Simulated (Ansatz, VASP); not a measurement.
**AlN: VASP beside Ansatz**

```
Al N
1.0
    -3.08862    0.00000    0.00000
    -1.54431   -2.67482    0.00000
    -0.64346   -1.11451   10.18717
Al N
4 4
Direct
  0.33333 0.96755 0.87787
  0.33333 0.16975 0.39260
  0.66667 0.60418 0.14996
  0.66667 0.40199 0.63524
  0.33333 0.29472 0.09268
  0.33333 0.09252 0.57795
  0.66667 0.52695 0.33532
  0.66667 0.32475 0.82059
```

Alike in both runs: task single point; functional LDA; k mesh 8 × 8 × 3; occupations gaussian, width 0.05 eV; no spin polarisation.

```csv
,VASP,Ansatz
version,VASP 6.6.1,Ansatz 0.2.0
potentials or method,"VASP PAW LDA potentials, release 64 (Al, N), cutoff 520 eV","scalar-relativistic, plane waves, PAW"
valence electrons in the cell,32,32
```

Ansatz gave:

| Property | Result |
| --- | --- |
| gap on the k mesh at the Fermi level (eV) | 3.05 |
| least direct gap on the mesh (eV) | 3.25 |
| pressure (GPa) | -3.8 |
| traceless stress, the component that is largest in VASP (GPa) | 2.96 |
| rms of the force components (eV/Å) | 0.387 |

Q: Estimate VASP's values.

A: gap on the k mesh at the Fermi level (eV): 3.04; least direct gap on the mesh (eV): 3.26; pressure (GPa): -3.2; traceless stress, the component that is largest in VASP (GPa): 2.98; rms of the force components (eV/Å): 0.390.

Ansatz warns that its potentials were made for another functional, while VASP's fit it. LDA's correlation is that of Perdew and Zunger in VASP and of Perdew and Wang (1992) in Ansatz. Atom by atom the forces differ by 0.009 eV/Å (rms over components).
